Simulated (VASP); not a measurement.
A run of VASP 6.6.1:

File INCAR:

```
SYSTEM = MnSn7O16
  PREC = Accurate
  ENCUT = 520
  EDIFF = 1E-8
  ISMEAR = -1
  SIGMA = 0.01
  LREAL = Auto
  LASPH = .True.
  NELM = 150
  ALGO = Normal
  ISIF = 2
  LWAVE = .False.
  LCHARG = .False.
  ISPIN = 2
  MAGMOM = 3 0 0 0 0 0 0 0 0 0 0 0 0 0 0 0 0 0 0 0 0 0 0 0
  LORBIT = 11
  LMAXMIX = 4
  GGA = PE
  LEFG = .True.
  NELECT = 206.0
  NBANDS = 126
  KPAR = 4
```

Contents of KPOINTS:

```
Automatic mesh
0
Gamma
  4 4 4
  0.5 0.5 0.5
```

The input POSCAR:

```
MnSn7O16
1.0
   -4.7380000000      4.7380000000      3.1865000000
    4.7380000000     -4.7380000000      3.1865000000
    4.7380000000      4.7380000000     -3.1865000000
Mn Sn O
1 7 16
Direct
    0.0000000000      0.0000000000      0.0000000000
    0.5000000000      0.5000000000      0.0000000000
    0.5000000000      0.0000000000      0.5000000000
    0.0000000000      0.5000000000      0.5000000000
    0.5000000000      0.5000000000      0.5000000000
    0.0000000000      0.0000000000      0.5000000000
    0.0000000000      0.5000000000      0.0000000000
    0.5000000000      0.0000000000      0.0000000000
    0.1535500000      0.1535500000      0.3071000000
    0.6535500000      0.6535500000      0.3071000000
    0.6535500000      0.1535500000      0.8071000000
    0.1535500000      0.6535500000      0.8071000000
    0.6535500000      0.3464500000      0.5000000000
    0.1535500000      0.8464500000      0.5000000000
    0.1535500000      0.3464500000      0.0000000000
    0.6535500000      0.8464500000      0.0000000000
    0.3464500000      0.3464500000      0.6929000000
    0.8464500000      0.8464500000      0.6929000000
    0.8464500000      0.3464500000      0.1929000000
    0.3464500000      0.8464500000      0.1929000000
    0.3464500000      0.6535500000      0.5000000000
    0.8464500000      0.1535500000      0.5000000000
    0.8464500000      0.6535500000      0.0000000000
    0.3464500000      0.1535500000      0.0000000000
```

Potentials or basis: VASP PAW PBE potentials, release 64 (Mn_pv, Sn_d, O).

Launch:

```console
$ cat potpaw_PBE.64/Mn_pv/POTCAR potpaw_PBE.64/Sn_d/POTCAR potpaw_PBE.64/O/POTCAR > POTCAR
$ mpirun -np 4 vasp_std > vasp.out
```

Hardware: 4 MPI ranks on Intel(R) Xeon(R) Platinum 8559C (Emerald Rapids), with other jobs on the host.

Question: How long does it take, and how much memory?

Answer: Run time: 31 min on 4 MPI ranks on Intel(R) Xeon(R) Platinum 8559C (Emerald Rapids), on a shared host, peak memory 1 GiB a rank. Counts: scf iterations 61, k points 15.
